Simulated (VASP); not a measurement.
A run of VASP 6.6.1 is set up as follows.

INCAR

```
SYSTEM = CrBrO
PREC = Accurate
ENCUT = 520
EDIFF = 1E-7
ISMEAR = 0
SIGMA = 0.05
LREAL = .FALSE.
LASPH = .TRUE.
NELM = 150
ALGO = Normal
ISIF = 2
LWAVE = .FALSE.
LCHARG = .FALSE.
ISPIN = 2
MAGMOM = 2.6 -2.6 -0.01 0.01 0 0
LORBIT = 11
LMAXMIX = 4
LDAU = .TRUE.
LDAUTYPE = 2
LDAUL = 2 -1 -1
LDAUU = 1 0 0
LDAUJ = 0 0 0
LDAUPRINT = 1
NBANDS = 38
```

The input KPOINTS:

```
regular mesh
0
G
  6 5 3
  0 0 0
```

The input POSCAR:

```
CrBrO
1.0
    3.2319999400      0.0000000000      0.0000000000
    0.0000000000      3.8629999300      0.0000000000
    0.0000000000      0.0000000000      8.3599998500
Cr Br O
2 2 2
Direct
    0.5000000000      0.5000000000      0.1020000000
    0.0000000000      0.0000000000      0.8980000000
    0.0000000000      0.5000000000      0.3200000000
    0.5000000000      0.0000000000      0.6800000000
    0.0000000000      0.5000000000      0.9650000000
    0.5000000000      0.0000000000      0.0350000000
```

Potentials or basis: VASP PAW LDA potentials, release 64 (Cr_pv, Br, O).

Command:

```bash
$ cat potpaw_LDA.64/Cr_pv/POTCAR potpaw_LDA.64/Br/POTCAR potpaw_LDA.64/O/POTCAR > POTCAR
$ mpirun -np 1 vasp_std > vasp.out
```

Q: What does it give for the site moments?

A: Cr +2.79, -2.79; Br -0.00, +0.00; O +0.00, -0.00 μB.

Q: What does it give for the net moment?

A: 0.00 μB per cell.

Q: What does it give for the largest force?

A: 0.994 eV/Å.

Q: Predict the band gap on the k mesh.

A: 0.95 eV (least direct gap 0.99 eV).

Stress tensor (GPa, compression positive):
```
 0.56  0.00  0.00
 0.00 -5.04  0.00
 0.00  0.00 -1.17
```

Caveat: an odd mesh through Γ misses points on the zone boundary, where band edges can lie.
